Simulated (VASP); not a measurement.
# Ge2Sb2Te5: electric field gradients with PBEsol

Ge2Sb2Te5:

```
CELL_PARAMETERS angstrom
4.22356 0.00000 0.00000
-2.11178 3.65771 0.00000
0.00000 0.00000 16.87558
ATOMIC_POSITIONS crystal
Ge 0.33333 0.66667 0.89969
Ge 0.66667 0.33333 0.10031
Sb 0.00000 0.00000 0.68304
Sb 0.00000 0.00000 0.31696
Te 0.00000 0.00000 0.00000
Te 0.66667 0.33333 0.80151
Te 0.33333 0.66667 0.19849
Te 0.33333 0.66667 0.58108
Te 0.66667 0.33333 0.41892
```

```json
{"Program": "VASP 6.6.1", "Task": "electric field gradients", "Functional": "PBEsol", "Potentials or basis": "VASP PAW PBE potentials, release 64 (Ge_d, Sb, Te)", "Cutoff": "520 eV", "k mesh": "9 × 9 × 2", "Occupations": "gaussian, width 0.01 eV", "Spin": "no spin polarisation", "Dipole correction": "no", "Further INCAR settings": "ALGO = Normal; EDIFF = 1e-08; NBANDS = 44"}
```

The pressure is 0.1 GPa and the largest force is 0.035 eV/Å. The band gap on the k mesh is 0.14 eV, direct.

Forces in eV/Å, atoms in the order of the input:
```
Ge   0.000  0.000 -0.001
Ge   0.000  0.000  0.001
Sb   0.000  0.000  0.032
Sb   0.000  0.000 -0.032
Te   0.000  0.000  0.000
Te   0.000  0.000 -0.005
Te   0.000  0.000  0.005
Te   0.000  0.000 -0.035
Te   0.000  0.000  0.035
```

Levels at points of the mesh, in eV from the valence-band top:
| k point | band 32 | band 33 | band 34 | band 35 | band 36 | band 37 |
| --- | --- | --- | --- | --- | --- | --- |
| (0.00, 0.00, 0.00) | -1.14 | -0.85 | 0.00 | 0.14 | 0.14 | 0.21 |
| (0.00, 0.00, 0.50) | -1.44 | -0.72 | -0.18 | 0.35 | 0.35 | 0.50 |

Electric field gradients, principal values (V/Å²):
```
atom    least   middle  greatest (by size)
1 Ge   -0.412   -0.421               0.833
2 Ge   -0.412   -0.421               0.833
3 Sb   -3.804   -3.805               7.609
4 Sb   -3.804   -3.805               7.609
5 Te    6.993    6.993             -13.986
6 Te  -25.320  -25.320              50.640
7 Te  -25.320  -25.320              50.640
8 Te   -0.615   -0.616               1.231
9 Te   -0.615   -0.616               1.231
```

Run time: 7 min on 1 thread of Oxide Virtual Turin-like Processor (shared host), peak memory 0.47 GiB.

Caveat: without QUAD_EFG the Cq values of the log hold for a quadrupole moment of 1 mb, not for the nuclei; the PAW data sets were made with another functional, which shifts forces and pressure a little; spin-orbit coupling is left out, which moves the levels of the heavy elements. A k mesh can miss the band edges.
